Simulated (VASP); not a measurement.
# C (Fd-3m) in VASP: notebook

Aim: see how the results for C move with the level of theory and the settings. Levels: LDA, r2SCAN, PBE. Tasks: single point.

Everything below comes from runs of VASP 6.6.1. Logs are shortened: lines on timing, memory, paths and dates and some standing lists are left out, and cuts for length are marked.

### 1 The cell of the first run

Symmetry: Fd-3m, No. 227, cubic system. Conventional cell: a = 3.560 Å, b = 3.560 Å, c = 3.560 Å, α = 90.00°, β = 90.00°, γ = 90.00°. C (site symmetry -43m) has 4 C at 1.54 Å within 2.1 Å.

### 2 Single point, LDA

Contents of INCAR:

```
  PREC = Accurate
  ENCUT = 910
  EDIFF = 1E-6
  ISMEAR = 0
  SIGMA = 0.01
  LREAL = False
  LASPH = True
  NELM = 120
  ALGO = Normal
  ISIF = 2
  LWAVE = False
  LCHARG = True
  LELF = True
  LVHAR = True
  NBANDS = 11
  GGA_COMPAT = False
```

Contents of KPOINTS:

```
Automatic mesh
0
Gamma
  12 12 12
```

Contents of POSCAR:

```
C
1.0
    0.0000000000      1.7801243542      1.7801243542
    1.7801243542      0.0000000000      1.7801243542
    1.7801243542      1.7801243542      0.0000000000
C
2
Direct
    0.0000000000      0.0000000000      0.0000000000
    0.2500000000      0.2500000000      0.2500000000
```

Potentials or basis: VASP PAW LDA potentials, release 64 (C_h).

The run is started by

```console
$ cat potpaw_LDA.64/C_h/POTCAR > POTCAR
$ mpirun -np 1 vasp_std > vasp.out
```

OUTCAR:

```text
PREC = Accurate
   ENCUT = 910
   EDIFF = 1E-6
   ISMEAR = 0
   LREAL = False
   LASPH = True
   NELM = 120
   ISIF = 2

 ion  position               nearest neighbor table
   1  0.000  0.000  0.000-
   2  0.250  0.250  0.250-

  LATTYP: Found a face centered cubic cell.
 ALAT       =     3.5602487084

  Lattice vectors:

 A1 = (   0.0000000000,   1.7801243542,   1.7801243542)
 A2 = (   1.7801243542,   0.0000000000,   1.7801243542)
 A3 = (   1.7801243542,   1.7801243542,   0.0000000000)

Analysis of symmetry for initial positions (statically):
=====================================================================
 Subroutine PRICEL returns:
 Original cell was already a primitive cell.

 Routine SETGRP: Setting up the symmetry group for a
 face centered cubic supercell.

 Subroutine GETGRP returns: Found 48 space group operations
 (whereof 24 operations were pure point group operations)
 out of a pool of 48 trial point group operations.

The static configuration has the point symmetry T_d .
 The point group associated with its full space group is O_h .

Analysis of symmetry for dynamics (positions and initial velocities):
=====================================================================
 Subroutine PRICEL returns:
 Original cell was already a primitive cell.

 Routine SETGRP: Setting up the symmetry group for a
 face centered cubic supercell.

 Subroutine GETGRP returns: Found 48 space group operations
 (whereof 24 operations were pure point group operations)
 out of a pool of 48 trial point group operations.

The dynamic configuration has the point symmetry T_d .
 The point group associated with its full space group is O_h .

 Subroutine INISYM returns: Found 48 space group operations
 (whereof 24 operations are pure point group operations),
 and found     1 'primitive' translations

----------------------------------------------------------------------------------------

                                     Primitive cell

  volume of cell :      11.2819

  direct lattice vectors                    reciprocal lattice vectors
     0.000000000  1.780124354  1.780124354    -0.280879254  0.280879254  0.280879254
     1.780124354  0.000000000  1.780124354     0.280879254 -0.280879254  0.280879254
     1.780124354  1.780124354  0.000000000     0.280879254  0.280879254 -0.280879254

  length of vectors
     2.517476004  2.517476004  2.517476004     0.486497138  0.486497138  0.486497138

  position of ions in fractional coordinates (direct lattice)
     0.000000000  0.000000000  0.000000000
     0.250000000  0.250000000  0.250000000

  ion indices of the primitive-cell ions
   primitive index   ion index
                 1           1
                 2           2

----------------------------------------------------------------------------------------

 KPOINTS: Automatic mesh

Automatic generation of k-mesh.
 Grid dimensions read from file:
 generate k-points for:   12   12   12

 Generating k-lattice:

  Cartesian coordinates                     Fractional coordinates (reciprocal lattice)
    -0.023406604  0.023406604  0.023406604     0.083333333  0.000000000  0.000000000
     0.023406604 -0.023406604  0.023406604     0.000000000  0.083333333  0.000000000
     0.023406604  0.023406604 -0.023406604     0.000000000  0.000000000  0.083333333

  Length of vectors
     0.040541428  0.040541428  0.040541428

  Shift w.r.t. Gamma in fractional coordinates (k-lattice)
     0.000000000  0.000000000  0.000000000

 Subroutine IBZKPT returns following result:
 ===========================================

 Found     72 irreducible k-points:

 Following reciprocal coordinates:
            Coordinates               Weight
  0.000000  0.000000  0.000000      1.000000
  0.083333  0.000000  0.000000      8.000000
  0.166667  0.000000  0.000000      8.000000
  0.250000  0.000000  0.000000      8.000000
  0.333333  0.000000  0.000000      8.000000
  0.416667  0.000000  0.000000      8.000000
[... 16 lines left out ...]
  0.500000  0.166667  0.000000     24.000000
 -0.416667  0.166667  0.000000     24.000000
 [... further k-points ...]
   k-points           NKPTS =     72   k-points in BZ     NKDIM =     72   number of bands    NBANDS=     11
   number of dos      NEDOS =    301   number of ions     NIONS =      2
   total plane-waves  NPLWV =  21952
   dimension x,y,z NGX =    28 NGY =   28 NGZ =   28
   dimension x,y,z NGXF=    56 NGYF=   56 NGZF=   56
   ions per type =               2
   NGX,Y,Z   is equivalent  to a cutoff of  18.49, 18.49, 18.49 a.u.
   NGXF,Y,Z  is equivalent  to a cutoff of  36.98, 36.98, 36.98 a.u.
 SYSTEM =  unknown system
   PREC   = accura    normal or accurate (medium, high low for compatibility)
   ISTART =      0    job   : 0-new  1-cont  2-samecut
   ICHARG =      2    charge: 1-file 2-atom 10-const
   ISPIN  =      1    spin polarized calculation?
   LNONCOLLINEAR =      F non collinear calculations
   LSORBIT =      F    spin-orbit coupling
[... 32 lines left out ...]
   LEPSILON=     F    determine dielectric tensor
   LRPA    =     F    only Hartree local field effects (RPA)
 non-spin polarized calculation
 Gauss-broadening in eV      SIGMA  =   0.01
  energy-cutoff  :      910.00
  volume of cell :       11.28
 maximum number of plane-waves:       725
 NGX is ok and might be reduce to    28
   NGX = 13   NGY = 13   NGZ = 13

 number of electron       8.0000000 magnetization

 Free energy of the ion-electron system (eV)
  ---------------------------------------------------
  ext. energy  EPLUGINS =         0.00000000
  ---------------------------------------------------
  free energy    TOTEN  =       -20.25956740 eV

  energy without entropy =      -20.25956740  energy(sigma->0) =      -20.25956740

 E-fermi :  11.0390     XC(G=0): -13.6771

 val. band max:       10.9525605769   @ k =   0.0000   0.0000   0.0000
 cond. band min:      15.0913790720   @ k =   0.3333   0.3333   0.0000
 fundamental gap:      4.1388184950
 Fermi energy:        11.0390362191

 k-point     1 :       0.0000    0.0000    0.0000
  band No.  band energies     occupation
      1     -10.4399      2.00000
      2      10.9526      2.00000
      3      10.9526      2.00000
      4      10.9526      2.00000
      5      16.5114      0.00000
      6      16.5114      0.00000
      7      16.5114      0.00000
      8      24.6277      0.00000
      9      30.0302      0.00000
     10      37.6338      0.00000
     11      37.6338      0.00000

 k-point     2 :       0.0833    0.0000    0.0000
  band No.  band energies     occupation
      1     -10.2470      2.00000
      2       9.7353      2.00000
      3      10.6289      2.00000
      4      10.6289      2.00000
      5      16.9346      0.00000
      6      16.9346      0.00000
      7      17.2358      0.00000
      8      24.7557      0.00000
      9      30.3400      0.00000
     10      35.3579      0.00000
     11      35.3579      0.00000

 k-point     3 :       0.1667    0.0000    0.0000
  band No.  band energies     occupation
      1      -9.6710      2.00000
      2       7.2185      2.00000
      3       9.9267      2.00000
      4       9.9267      2.00000
      5      17.8520      0.00000
      6      17.8520      0.00000
      7      18.3694      0.00000
      8      25.1195      0.00000
      9      30.9882      0.00000
     10      33.7422      0.00000
     11      33.7422      0.00000

 k-point     4 :       0.2500    0.0000    0.0000
  band No.  band energies     occupation
      1      -8.7192      2.00000
      2       4.3915      2.00000
      3       9.2033      2.00000
      4       9.2033      2.00000
      5      18.7039      0.00000
      6      18.7039      0.00000
      7      19.1963      0.00000
      8      25.6259      0.00000
      9      31.4208      0.00000
     10      33.3134      0.00000
     11      33.3134      0.00000
[... 239 lines left out ...]
 k-point    22 :       0.4167    0.1667    0.0000
  band No.  band energies     occupation
      1      -6.2485      2.00000
      2       1.2165      2.00000
      3       6.7108      2.00000
      4       6.8844      2.00000
      5      17.5990      0.00000
      6      21.8909      0.00000
      7      22.1474      0.00000
      8      23.5546      0.00000
      9      31.7573      0.00000
     10      33.3044      0.00000
     11      38.2886      0.00000

 k-point    23 :       0.5000    0.1667    0.0000
  band No.  band energies     occupation
      1      -4.6346      2.00000
      2      -1.0533      2.00000
      3       5.9885      2.00000
      4       6.9735      2.00000
      5      18.0128      0.00000
      6      21.6206      0.00000
      7      22.2977      0.00000
      8      25.1176      0.00000
      9      30.8416      0.00000
     10      34.5912      0.00000
     11      37.4460      0.00000

 k-point    24 :      -0.4167    0.1667    0.0000
  band No.  band energies     occupation
      1      -4.1805      2.00000
      2      -1.5936      2.00000
      3       5.4969      2.00000
      4       7.3547      2.00000
      5      18.4509      0.00000
      6      21.1333      0.00000
      7      22.2771      0.00000
      8      26.2587      0.00000
      9      30.1673      0.00000
     10      35.0661      0.00000
     11      35.2983      0.00000

 [... further k-points ...]
[... 5 lines left out ...]
  --------------------------------------------------------------------------------------
  -------------------------------------------------------------------------------------
  Total       -0.7168079     -0.7168079     -0.7168079     -0.0000000     -0.0000000      0.0000000
  in kB     -101.7963843   -101.7963843   -101.7963843     -0.0000000     -0.0000000      0.0000000
  external PRESSURE =    -101.7963843 kB  Pullay stress =       0.0000000 kB

 VOLUME and BASIS-vectors are now :
 -----------------------------------------------------------------------------
  energy-cutoff  :      910.00
  volume of cell :       11.28
      direct lattice vectors                 reciprocal lattice vectors
     0.000000000  1.780124354  1.780124354    -0.280879254  0.280879254  0.280879254
     1.780124354  0.000000000  1.780124354     0.280879254 -0.280879254  0.280879254
     1.780124354  1.780124354  0.000000000     0.280879254  0.280879254 -0.280879254

 POSITION                                       TOTAL-FORCE (eV/Angst)
 -----------------------------------------------------------------------------------
      0.00000      0.00000      0.00000        -0.000000     -0.000000     -0.000000
      0.89006      0.89006      0.89006         0.000000      0.000000      0.000000
 -----------------------------------------------------------------------------------
    total drift:                                0.000000      0.000000      0.000000

  FREE ENERGIE OF THE ION-ELECTRON SYSTEM (eV)
  ---------------------------------------------------
  free  energy   TOTEN  =       -20.2595673951 eV

  energy  without entropy=      -20.2595673951  energy(sigma->0) =      -20.25956740
```

Run time: 8.4 s. Hardware: 1 thread of Intel Xeon 6975P-C (Granite Rapids), shared host; peak memory 0.14 GiB.

What came out:

| Item | Value |
| --- | --- |
| Free energy | -20.2596 eV |
| Pressure | -10.2 GPa |
| Band gap on the k mesh | 4.14 eV, indirect (least direct gap 5.56 eV) |

Levels at points of the mesh, in eV from the valence-band top:
```tsv
k point	band 1	band 2	band 3	band 4	band 5	band 6	band 7	band 8
(0.00, 0.00, 0.00)	-21.39	0.00	0.00	0.00	5.56	5.56	5.56	13.68
(0.50, 0.00, 0.00)	-15.52	-13.42	-2.80	-2.80	8.41	8.41	9.09	15.45
(0.50, 0.50, 0.00)	-12.65	-12.65	-6.33	-6.33	4.72	4.72	16.70	16.70
```

Caveat: the cutoff is under 1.25 times the usual one of these potentials, so pressure, stress and relaxed cells hold a basis-set (Pulay) error. A k mesh can miss the band edges.

### 3 Single point, r2SCAN

POSCAR is that of step 2.

Contents of INCAR.step1:

```
ALGO     = Normal         # electronic algorithm
EDIFF    = 1E-5           # SCF threshold, eV
ENCUT    = 910            # plane-wave cutoff, eV
GGA      = PE             # functional
GGA_COMPAT= False        
ISMEAR   = -1             # smearing method
LASPH    = True           # aspherical terms in the spheres
LCHARG   = False          # write CHGCAR
LREAL    = False          # projectors in reciprocal space
LWAVE    = True           # write WAVECAR
NBANDS   = 11             # bands
NELM     = 120            # most SCF steps
PREC     = Accurate       # precision mode
SIGMA    = 0.02           # smearing width, eV
```

Contents of INCAR.step2:

```
ALGO     = Normal         # electronic algorithm
EDIFF    = 1E-6           # SCF threshold, eV
ENCUT    = 910            # plane-wave cutoff, eV
GGA_COMPAT= False        
ISIF     = 2              # what is computed and relaxed
ISMEAR   = -1             # smearing method
ISTART   = 1            
LASPH    = True           # aspherical terms in the spheres
LCHARG   = True           # write CHGCAR
LELF     = True           # ELF
LMIXTAU  = True         
LREAL    = False          # projectors in reciprocal space
LVHAR    = True         
LWAVE    = False          # write WAVECAR
METAGGA  = R2SCAN         # meta-GGA
NBANDS   = 11             # bands
NELM     = 120            # most SCF steps
PREC     = Accurate       # precision mode
SIGMA    = 0.02           # smearing width, eV
```

Contents of KPOINTS:

```
k-points
0
Gamma
  12 12 12
```

Potentials or basis: VASP PAW PBE potentials, release 64 (C_h).

The run is started by

```console
$ cat potpaw_PBE.64/C_h/POTCAR > POTCAR
$ cp INCAR.step1 INCAR
$ mpirun -np 1 vasp_std > vasp.out
$ cp INCAR.step2 INCAR
$ mpirun -np 1 vasp_std > vasp.out
```

It took 39 s on 1 thread of Intel Xeon 6975P-C (Granite Rapids), shared host; peak memory 0.15 GiB.

Results (log left out):

| Property | Result |
| --- | --- |
| Free energy | -19.7195 eV |
| Pressure | -0.8 GPa |
| Band gap on the k mesh | 4.39 eV, indirect (least direct gap 5.89 eV) |

Levels at points of the mesh, in eV from the valence-band top:
```
           k point  band 1  band 2  band 3  band 4  band 5  band 6  band 7  band 8  band 9
(0.00, 0.00, 0.00)  -22.74    0.00    0.00    0.00    5.89    5.89    5.89   13.98   20.48
(0.50, 0.00, 0.00)  -16.77  -14.08   -2.98   -2.98    8.94    8.94    9.23   16.78   23.29
(0.50, 0.50, 0.00)  -13.61  -13.61   -6.68   -6.68    5.04    5.04   18.00   18.00   24.73
```

Caveat: the cutoff is under 1.25 times the usual one of these potentials, so pressure, stress and relaxed cells hold a basis-set (Pulay) error; the PAW data sets were made with another functional, which shifts forces and pressure a little.

### 4 Single point, r2SCAN

POSCAR is that of step 3.

Contents of INCAR.step1:

```
SYSTEM = C
PREC = Accurate ; ENCUT = 910
ISMEAR = 0 ; SIGMA = 0.01
LREAL = .FALSE. ; LASPH = .TRUE.
NELM = 120 ; NBANDS = 11
GGA = PE ; ALGO = Normal
EDIFF = 1E-5 ; LWAVE = .TRUE.
LCHARG = .FALSE. ; GGA_COMPAT = .FALSE.
```

Contents of INCAR.step2:

```
SYSTEM = C
PREC = Accurate ; ENCUT = 910
EDIFF = 1E-6 ; ISMEAR = 0
SIGMA = 0.01 ; LREAL = .FALSE.
LASPH = .TRUE. ; NELM = 120
ALGO = Normal ; ISIF = 2
LWAVE = .FALSE. ; LCHARG = .FALSE.
METAGGA = R2SCAN ; LMIXTAU = .TRUE.
NBANDS = 11 ; ISTART = 1
GGA_COMPAT = .FALSE.
```

Contents of KPOINTS:

```
regular mesh
0
G
  12 12 12
  0 0 0
```

The run is started by

```console
$ cat potpaw_PBE.64/C_h/POTCAR > POTCAR
$ cp INCAR.step1 INCAR
$ mpirun -np 1 vasp_std > vasp.out
$ cp INCAR.step2 INCAR
$ mpirun -np 1 vasp_std > vasp.out
```

Wall time 55 s (1 thread of AMD EPYC 9R45 (Zen 5), shared host); peak memory 0.13 GiB.

The run converged. Its results:

| Item | Value |
| --- | --- |
| Free energy | -19.7195 eV |
| Pressure | -0.8 GPa |
| Band gap on the k mesh | 4.39 eV, indirect (least direct gap 5.89 eV) |

Levels at points of the mesh, in eV from the valence-band top:
| k point | band 1 | band 2 | band 3 | band 4 | band 5 | band 6 | band 7 | band 8 | band 9 |
| --- | --- | --- | --- | --- | --- | --- | --- | --- | --- |
| (0.00, 0.00, 0.00) | -22.74 | 0.00 | 0.00 | 0.00 | 5.89 | 5.89 | 5.89 | 13.98 | 20.48 |
| (0.50, 0.00, 0.00) | -16.77 | -14.08 | -2.98 | -2.98 | 8.94 | 8.94 | 9.23 | 16.78 | 23.29 |
| (0.50, 0.50, 0.00) | -13.61 | -13.61 | -6.68 | -6.68 | 5.04 | 5.04 | 18.00 | 18.00 | 24.73 |

Caveat: the cutoff is under 1.25 times the usual one of these potentials, so pressure, stress and relaxed cells hold a basis-set (Pulay) error; the PAW data sets were made with another functional, which shifts forces and pressure a little. r2SCAN opens gaps a little over a GGA but as a rule still falls short of measured ones.

### 5 Single point, PBE (volume changed by -6%)

Contents of INCAR:

```
ALGO = Normal ; EDIFF = 1E-6
ENCUT = 600 ; GGA = PE
GGA_COMPAT = F ; ISIF = 2
ISMEAR = 0 ; LASPH = T
LCHARG = F ; LREAL = F
LWAVE = F ; NBANDS = 11
NELM = 120 ; PREC = Accurate
SIGMA = 0.01
```

Contents of KPOINTS:

```
k-points
0
Gamma
  10 10 10
```

Contents of POSCAR:

```
C
1.0
    0.0000000000      1.7492830243      1.7492830243
    1.7492830243      0.0000000000      1.7492830243
    1.7492830243      1.7492830243      0.0000000000
C
2
Direct
    0.0000000000      0.0000000000      0.0000000000
    0.2500000000      0.2500000000      0.2500000000
```

Potentials or basis: VASP PAW PBE potentials, release 64 (C).

The run is started by

```console
$ cat potpaw_PBE.64/C/POTCAR > POTCAR
$ mpirun -np 1 vasp_std > vasp.out
```

Wall time 7.6 s (1 thread of Intel Xeon 8259CL, shared host); peak memory 0.12 GiB.

The run converged. Its results:

```yaml
Free_energy: -18.1257 eV
Pressure: 30.2 GPa
Band_gap_on_the_k_mesh: 4.29 eV, indirect (least direct gap 5.75 eV)
```

Levels at points of the mesh, in eV from the valence-band top:
| k point | band 1 | band 2 | band 3 | band 4 | band 5 | band 6 | band 7 | band 8 |
| --- | --- | --- | --- | --- | --- | --- | --- | --- |
| (0.00, 0.00, 0.00) | -22.27 | 0.00 | 0.00 | 0.00 | 5.75 | 5.75 | 5.75 | 14.68 |
| (0.50, 0.00, 0.00) | -16.16 | -14.03 | -2.95 | -2.95 | 8.70 | 8.70 | 9.65 | 16.22 |
| (0.50, 0.50, 0.00) | -13.18 | -13.18 | -6.66 | -6.66 | 4.88 | 4.88 | 17.70 | 17.70 |

 A k mesh can miss the band edges.

### 6 Summary

| level | potentials or basis | cell | k mesh | cutoff (eV) | smearing | second run | gap on the mesh (eV) | pressure (GPa) |
| --- | --- | --- | --- | --- | --- | --- | --- | --- |
| LDA | VASP PAW LDA potentials, release 64 (C_h) | a = 2.517 Å, angles 60.0°, 2 atoms | 12 × 12 × 12 | 910 | gaussian 0.01 eV | hard_potentials | 4.14 | -10.2 |
| r2SCAN | VASP PAW PBE potentials, release 64 (C_h) | a = 2.517 Å, angles 60.0°, 2 atoms | 12 × 12 × 12 | 910 | fermi-dirac 0.02 eV | hard_potentials | 4.39 | -0.8 |
| r2SCAN | VASP PAW PBE potentials, release 64 (C_h) | a = 2.517 Å, angles 60.0°, 2 atoms | 12 × 12 × 12 | 910 | gaussian 0.01 eV | hard_potentials | 4.39 | -0.8 |
| PBE | VASP PAW PBE potentials, release 64 (C) | a = 2.474 Å, angles 60.0°, 2 atoms | 10 × 10 × 10 | 600 | gaussian 0.01 eV | - | 4.29 | 30.2 |

Alike in all rows: task single point; no spin polarisation.

Caveats: the cutoff is under 1.25 times the usual one of these potentials, so pressure, stress and relaxed cells hold a basis-set (Pulay) error (some runs); the PAW data sets were made with another functional, which shifts forces and pressure a little (some runs).

Total energies depend on the potentials used, so only differences within one code and one set of settings carry meaning.
